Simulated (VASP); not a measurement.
# H10CO6 in VASP: notebook

The runs below take H10CO6 through single point, with PBE.

All numbers are computed with VASP 6.6.1; they aren't measurements. Logs are shortened: lines on timing, memory, paths and dates and some standing lists are left out, and cuts for length are marked.

## 1. The cell of the first run

The cell holds an amorphous packing of atoms, 17 atoms: a = 6.196 Å, b = 6.196 Å, c = 6.196 Å, α = 90.00°, β = 90.00°, γ = 90.00°.

## 2. Single point, PBE

INCAR reads:

```
SYSTEM = H10CO6
ALGO     = Normal         ! electronic algorithm
EDIFF    = 1E-7           ! SCF threshold, eV
ENCUT    = 520            ! plane-wave cutoff, eV
GGA      = PE             ! functional
ISIF     = 2              ! what is computed and relaxed
ISMEAR   = -1             ! smearing method
LASPH    = .TRUE.         ! aspherical terms in the spheres
LCHARG   = .FALSE.        ! write CHGCAR
LREAL    = Auto         
LWAVE    = .FALSE.        ! write WAVECAR
NBANDS   = 39             ! bands
NELM     = 80             ! most SCF steps
PREC     = Accurate       ! precision mode
SIGMA    = 0.05           ! smearing width, eV
```

KPOINTS reads:

```
k-points
0
G
  1 1 1
  0 0 0
```

POSCAR reads:

```
H10CO6
1.0
    6.1962860000      0.0000000000      0.0000000000
    0.0000000000      6.1962860000      0.0000000000
    0.0000000000      0.0000000000      6.1962860000
O H C
6 10 1
Direct
    0.1676488141      0.4066468204      0.8774126953
    0.7326646962      0.4686355665      0.4423779019
    0.1168280483      0.0555332662      0.6495181146
    0.3426245980      0.6717733817      0.5661940072
    0.8575136784     -0.0695739351      0.9905288426
    0.6953681609      0.2015723612      0.8254460817
    0.2519412435      0.5068681465      0.7841632875
    0.0515470074      0.4961520498      0.9439041387
    0.7641351610      0.3929612029      0.5809609176
    0.8623391496      0.5578341607      0.4181537134
    0.1676649528      0.1850786100      0.7318416225
   -0.0097477747      0.1064347256      0.5721330487
    0.4891801315      0.6262783868      0.5113869825
    0.3051182596      0.8337736509      0.5590929792
    0.9554110317     -0.0396689243      0.8600151768
    0.5812191368      0.0691543289      1.1078249132
    0.7062295059      0.0745930708      0.9719693378
```

Potentials or basis: VASP PAW PBE potentials, release 64 (O, H, C).

Launch:

```sh
> cat potpaw_PBE.64/O/POTCAR potpaw_PBE.64/H/POTCAR potpaw_PBE.64/C/POTCAR > POTCAR
> mpirun -np 1 vasp_gam > vasp.out
```

OUTCAR:

```text
SYSTEM = H10CO6
   EDIFF = 1E-7
   ENCUT = 520
   GGA = PE
   ISIF = 2
   ISMEAR = -1
   LASPH = .TRUE.
   LREAL = Auto
   NELM = 80
   PREC = Accurate

 ion  position               nearest neighbor table
   1  0.168  0.407  0.877-   7 1.00   8 1.00
   2  0.733  0.469  0.442-  10 0.99   9 1.00
   3  0.117  0.056  0.650-  12 0.97  11 1.00
   4  0.343  0.672  0.566-  13 1.01  14 1.03
   5  0.858  0.930  0.991-  15 1.03  17 1.30
   6  0.695  0.202  0.825-  17 1.20
   7  0.252  0.507  0.784-   1 1.00
   8  0.052  0.496  0.944-   1 1.00
   9  0.764  0.393  0.581-   2 1.00
  10  0.862  0.558  0.418-   2 0.99
  11  0.168  0.185  0.732-   3 1.00
  12  0.990  0.106  0.572-   3 0.97
  13  0.489  0.626  0.511-   4 1.01
  14  0.305  0.834  0.559-   4 1.03
  15  0.955  0.960  0.860-   5 1.03
  16  0.581  0.069  0.108-  17 1.14
  17  0.706  0.075  0.972-  16 1.14   6 1.20   5 1.30

  LATTYP: Found a simple cubic cell.
 ALAT       =     6.1962860000

  Lattice vectors:

 A1 = (   6.1962860000,   0.0000000000,   0.0000000000)
 A2 = (   0.0000000000,   6.1962860000,   0.0000000000)
 A3 = (   0.0000000000,   0.0000000000,   6.1962860000)

Analysis of symmetry for initial positions (statically):
=====================================================================
 Subroutine PRICEL returns:
 Original cell was already a primitive cell.

 Routine SETGRP: Setting up the symmetry group for a
 simple cubic supercell.

 Subroutine GETGRP returns: Found  1 space group operations
 (whereof  1 operations were pure point group operations)
 out of a pool of 48 trial point group operations.

The static configuration has the point symmetry C_1 .

Analysis of symmetry for dynamics (positions and initial velocities):
=====================================================================
 Subroutine PRICEL returns:
 Original cell was already a primitive cell.

 Routine SETGRP: Setting up the symmetry group for a
 simple cubic supercell.

 Subroutine GETGRP returns: Found  1 space group operations
 (whereof  1 operations were pure point group operations)
 out of a pool of 48 trial point group operations.

The dynamic configuration has the point symmetry C_1 .

 Subroutine INISYM returns: Found  1 space group operations
 (whereof  1 operations are pure point group operations),
 and found     1 'primitive' translations

[... 105 lines left out ...]
   NFREE  =      0    steps in history (QN), initial steepest desc. (CG)
   ISIF   =      2    stress and relaxation
   ISYM   =      2    0-nonsym 1-usesym 2-fastsym
   POTIM  = 0.5000    time-step for ionic-motion
   TEBEG  =    0.0;   TEEND  =   0.0 temperature during run
   PSTRESS=    0.0 pullay stress
   NELECT =      50.0000    total number of electrons
   NUPDOWN=      -1.0000    fix difference up-down
   EMIN   =  10.00;   EMAX   =-10.00  energy-range for DOS
   EFERMI =   0.00;   METHOD = LEGACY
   ISMEAR =    -1;   SIGMA  =   0.05  broadening in eV -4-tet -1-fermi 0-gaus
   EFERMI_NEDOS =   21; number of points for ismear=-14 and -15
   IALGO  =     38    algorithm
   IMIX   =      4    mixing-type and parameters
     AMIX     =   0.40;   BMIX     =  1.00
     AMIX_MAG =   1.60;   BMIX_MAG =  1.00
  volume/ion in A,a.u.               =      13.99        94.44
  Fermi-wavevector in a.u.,A,eV,Ry     =   0.973345  1.839355 12.890161  0.947400
  Thomas-Fermi vector in A             =   2.103717
   LORBIT       =      0    0 simple, 1 ext, 2 COOP (PROOUT), +10 PAW based schemes
   GGA     = PE    functional components
   LHFCALC =     F    Hartree Fock is set to
   AEXX    =    0.0000 exact exchange contribution
   IVDW    =     0    specifies the selected vdW correction
   LEPSILON=     F    determine dielectric tensor
   LRPA    =     F    only Hartree local field effects (RPA)
 non-spin polarized calculation
  energy-cutoff  :      520.00
  volume of cell :      237.90
 maximum number of plane-waves:      3202
 NGX is ok and might be reduce to    48
   NGX = 23   NGY = 23   NGZ = 23

 number of electron      50.0000000 magnetization

 Free energy of the ion-electron system (eV)
  ---------------------------------------------------
  ext. energy  EPLUGINS =         0.00000000
  ---------------------------------------------------
  free energy    TOTEN  =       -88.36795978 eV

  energy without entropy =      -88.36795978  energy(sigma->0) =      -88.36795978

 E-fermi :  -2.8932     XC(G=0):  -5.8970

 val. band max:       -4.1758921173   @ k =   0.0000   0.0000   0.0000
 cond. band min:       0.6405869350   @ k =   0.0000   0.0000   0.0000
 fundamental gap:      4.8164790523
 Fermi energy:        -2.8932442938

 k-point     1 :       0.0000    0.0000    0.0000
  band No.  band energies     occupation
      1     -25.8244      2.00000
      2     -23.3246      2.00000
      3     -23.1347      2.00000
      4     -22.7938      2.00000
      5     -22.3445      2.00000
      6     -21.4805      2.00000
[... 29 lines left out ...]
     36       6.4434      0.00000
     37       6.6223      0.00000
 [bands above 37 left out]

------------------------ aborting loop because EDIFF is reached ----------------------------------------

  FORCE on cell =-STRESS in cart. coord.  units (eV):
  Direction    XX          YY          ZZ          XY          YZ          ZX
  --------------------------------------------------------------------------------------
  -------------------------------------------------------------------------------------
  Total       -1.8583297     -0.5292410     -1.0587887      0.0564471     -0.9754023      1.9259272
  in kB      -12.5152342     -3.5642624     -7.1305907      0.3801526     -6.5690110     12.9704809
  external PRESSURE =      -7.7366957 kB  Pullay stress =       0.0000000 kB

 VOLUME and BASIS-vectors are now :
 -----------------------------------------------------------------------------
  energy-cutoff  :      520.00
  volume of cell :      237.90
      direct lattice vectors                 reciprocal lattice vectors
     6.196286000  0.000000000  0.000000000     0.161386999  0.000000000  0.000000000
     0.000000000  6.196286000  0.000000000     0.000000000  0.161386999  0.000000000
     0.000000000  0.000000000  6.196286000     0.000000000  0.000000000  0.161386999

 POSITION                                       TOTAL-FORCE (eV/Angst)
 -----------------------------------------------------------------------------------
      1.03880      2.51970      5.43670        -0.468588      0.825352      0.572148
      4.53980      2.90380      2.74110         0.769172      0.040803      0.588555
      0.72390      0.34410      4.02460         0.078206     -0.572477      0.088924
      2.12300      4.16250      3.50830         0.010648      1.011739     -0.080503
      5.31340      5.76519      6.13760         1.245199     -0.988079     -0.129945
      4.30870      1.24900      5.11470        -0.503236      1.544728     -1.496441
[... 9 lines left out ...]
      3.60140      0.42850      0.66811         0.702041     -0.015170     -0.600907
      4.37600      0.46220      6.02260        -1.645765     -0.182824      1.790436
 -----------------------------------------------------------------------------------
    total drift:                               -0.020366      0.003595     -0.012962

  FREE ENERGIE OF THE ION-ELECTRON SYSTEM (eV)
  ---------------------------------------------------
  free  energy   TOTEN  =       -88.3679597803 eV

  energy  without entropy=      -88.3679597803  energy(sigma->0) =      -88.36795978
```

OSZICAR:

```text
N       E                     dE             d eps       ncg     rms          rms(c)
DAV:   1     0.397240873214E+03    0.39724E+03   -0.25777E+04    78   0.113E+03
DAV:   2    -0.541818506189E+02   -0.45142E+03   -0.43502E+03   109   0.277E+02
DAV:   3    -0.960322365955E+02   -0.41850E+02   -0.41610E+02    92   0.907E+01
DAV:   4    -0.966992731134E+02   -0.66704E+00   -0.66546E+00    92   0.130E+01
DAV:   5    -0.967101222613E+02   -0.10849E-01   -0.10845E-01   108   0.157E+00    0.179E+01
DAV:   6    -0.887138986038E+02    0.79962E+01   -0.24667E+01   100   0.248E+01    0.715E+00
DAV:   7    -0.885130310333E+02    0.20087E+00   -0.19396E+00    92   0.561E+00    0.445E+00
DAV:   8    -0.883819765388E+02    0.13105E+00   -0.44093E-01   100   0.358E+00    0.943E-01
DAV:   9    -0.883661298857E+02    0.15847E-01   -0.60626E-02   100   0.133E+00    0.341E-01
DAV:  10    -0.883674696765E+02   -0.13398E-02   -0.14977E-02    92   0.730E-01    0.168E-01
DAV:  11    -0.883678428431E+02   -0.37317E-03   -0.17374E-03    92   0.255E-01    0.808E-02
DAV:  12    -0.883679708730E+02   -0.12803E-03   -0.58161E-04    92   0.145E-01    0.357E-02
DAV:  13    -0.883679600110E+02    0.10862E-04   -0.11742E-04    92   0.728E-02    0.114E-02
DAV:  14    -0.883679607982E+02   -0.78718E-06   -0.17416E-05   100   0.244E-02    0.758E-03
DAV:  15    -0.883679599431E+02    0.85510E-06   -0.75415E-06    92   0.168E-02    0.282E-03
DAV:  16    -0.883679598206E+02    0.12246E-06   -0.71116E-07   100   0.606E-03    0.150E-03
DAV:  17    -0.883679597803E+02    0.40327E-07   -0.33476E-07    84   0.372E-03
   1 F= -.88367960E+02 E0= -.88367960E+02  d E =-.228115E-10
```

It took 15 s on 1 thread of Intel Xeon Platinum 8488C (Sapphire Rapids), shared host; peak memory 0.3 GiB.

What came out:

```yaml
Free_energy: -88.3680 eV
Pressure: -0.8 GPa
Largest_force: 2.439 eV/Å
Band_gap_on_the_k_mesh: 4.82 eV
```

Forces in eV/Å, atoms in the order of the input:
```
O   -0.469  0.825  0.572
O    0.769  0.041  0.589
O    0.078 -0.572  0.089
O    0.011  1.012 -0.081
O    1.245 -0.988 -0.130
O   -0.503  1.545 -1.496
H   -0.084  0.292 -0.105
H    0.828 -0.764 -0.550
H   -0.382  0.285 -0.519
H   -0.435 -0.308  0.032
H   -0.358  0.174  0.074
H    0.045  0.094 -0.190
H   -0.839  0.725  0.186
H    0.761 -1.906  0.048
H    0.275 -0.256  0.291
H    0.702 -0.015 -0.601
C   -1.646 -0.183  1.790
```

Levels at points of the mesh, in eV from the valence-band top:
| k point | band 23 | band 24 | band 25 | band 26 | band 27 | band 28 |
| --- | --- | --- | --- | --- | --- | --- |
| (0.00, 0.00, 0.00) | -0.50 | -0.09 | 0.00 | 4.82 | 5.36 | 7.60 |

Caveat: the k points lie up to 1.01 Å⁻¹ apart.

## 3. Single point, PBE

INCAR reads:

```
SYSTEM = H10CO6
ALGO = Normal
EDIFF = 1E-6
ENCUT = 520
GGA = PE
ISIF = 2
ISMEAR = -1
LASPH = .True.
LCHARG = .False.
LREAL = Auto
LWAVE = .False.
NBANDS = 39
NELM = 80
PREC = Accurate
SIGMA = 0.05
```

KPOINTS reads:

```
k-points
0
Gamma
  1 1 1
  0 0 0
```

POSCAR reads:

```
H10CO6
1.0
    6.1962860000      0.0000000000      0.0000000000
    0.0000000000      6.1962860000      0.0000000000
    0.0000000000      0.0000000000      6.1962860000
O H C
6 10 1
Direct
    0.1710702185      0.4249965221      0.8845944167
    0.7511273689      0.4539977658      0.4279499042
    0.1073546315      0.0176880150      0.6652533469
    0.3409461732      0.6476298867      0.5594803080
    0.8396642763     -0.0919098957      0.9579770850
    0.6622515488      0.1912758707      0.8298035307
    0.2652718096      0.5213768377      0.7948632455
    0.0586157579      0.5272351857      0.9405150117
    0.6963848990      0.3367662500      0.5206344575
    0.8900492973      0.5028173328      0.4826278193
    0.1532046778      0.1454096857      0.7578894841
    0.1135196148      0.0636187548      0.5202794061
    0.4864042751      0.6368653739      0.4741872793
    0.3234195452      0.8010766449      0.5774426810
    0.9145639824     -0.0414925973      0.8164891033
    0.6275694828      0.0834693557      1.1401507290
    0.6992414488      0.0629893456      0.9795868041
```

Potentials or basis: VASP PAW PBE potentials, release 64 (O, H, C).

Launch:

```sh
> cat potpaw_PBE.64/O/POTCAR potpaw_PBE.64/H/POTCAR potpaw_PBE.64/C/POTCAR > POTCAR
> mpirun -np 1 vasp_gam > vasp.out
```

It took 16 s on 1 thread of Intel Xeon Platinum 8488C (Sapphire Rapids), shared host; peak memory 0.3 GiB.

Results (log left out):

```yaml
Free_energy: -88.0370 eV
Pressure: -0.7 GPa
Largest_force: 2.943 eV/Å
Band_gap_on_the_k_mesh: 4.51 eV
```

Forces in eV/Å, atoms in the order of the input:
```
O   -0.680  1.020  0.404
O   -0.504 -0.131 -0.320
O    0.666  0.286  2.136
O    2.400 -0.415 -1.652
O    0.779 -0.424 -0.133
O   -0.493 -0.307  0.722
H   -0.195 -0.507 -0.009
H    0.764 -1.083 -0.384
H    0.603  0.489  0.199
H   -0.095 -0.275  0.256
H   -0.252 -0.210 -0.735
H   -0.251  0.731 -1.489
H   -1.752 -0.384  1.335
H   -0.390  0.652  0.366
H    0.158 -0.984  0.147
H   -0.238 -0.212  0.296
C   -0.521  1.754 -1.138
```

Stress tensor (GPa, compression positive):
```
-0.82 -1.06  0.46
-1.06 -0.50 -0.37
 0.46 -0.37 -0.80
```

Levels at points of the mesh, in eV from the valence-band top:
```tsv
k point	band 23	band 24	band 25	band 26	band 27	band 28
(0.00, 0.00, 0.00)	-0.59	-0.33	0.00	4.51	5.03	7.34
```

Caveat: the k points lie up to 1.01 Å⁻¹ apart.
